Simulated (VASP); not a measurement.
A run of VASP 6.6.1 is set up as follows.

INCAR

```
SYSTEM = SiC
ALGO     = Normal         ! electronic algorithm
EDIFF    = 1E-6           ! SCF threshold, eV
ENCUT    = 520            ! plane-wave cutoff, eV
GGA      = PE             ! functional
ISIF     = 2              ! what is computed and relaxed
ISMEAR   = 0              ! smearing method
LASPH    = .True.         ! aspherical terms in the spheres
LCHARG   = .True.         ! write CHGCAR
LELF     = .True.         ! ELF
LREAL    = .False.        ! projectors in reciprocal space
LVHAR    = .True.       
LWAVE    = .False.        ! write WAVECAR
NBANDS   = 11             ! bands
NELM     = 100            ! most SCF steps
PREC     = Accurate       ! precision mode
SIGMA    = 0.01           ! smearing width, eV
```

File KPOINTS:

```
k-points
0
Gamma
  8 8 8
  0 0 0
```

File POSCAR:

```
SiC
1.0
    0.0000000000      2.1830665305      2.1830665305
    2.1830665305      0.0000000000      2.1830665305
    2.1830665305      2.1830665305      0.0000000000
Si C
1 1
Direct
    0.0000000000      0.0000000000      0.0000000000
    0.2500000000      0.2500000000      0.2500000000
```

Potentials or basis: VASP PAW PBE potentials, release 64 (Si, C).

Launch:

```sh
$ cat potpaw_PBE.64/Si/POTCAR potpaw_PBE.64/C/POTCAR > POTCAR
$ mpirun -np 1 vasp_std > vasp.out
```

(1) Predict the band gap on the k mesh.

(2) Predict the pressure.

Answers

(1) 1.36 eV, indirect (least direct gap 4.54 eV).

(2) 2.0 GPa.

**Experimental background.**

“Insight into the structural, elastic and electronic properties of a new orthorhombic 6O-SiC polytype”, 2020, pmc:7200658 quotes, for a bulk crystal of SiC: band gap 2.4 eV (indirect).

Measured gap of SiC: 2.4 eV (indirect; quoted in “Insight into the structural, elastic and electronic properties of a new orthorhombic 6O-SiC polytype”, 2020, pmc:7200658). This calculation gives 1.36 eV (-1.04 eV). The value is that of PBE on a finite k mesh, which can miss the band edges, without temperature or zero-point motion. Semilocal functionals fall short of measured gaps as a rule.
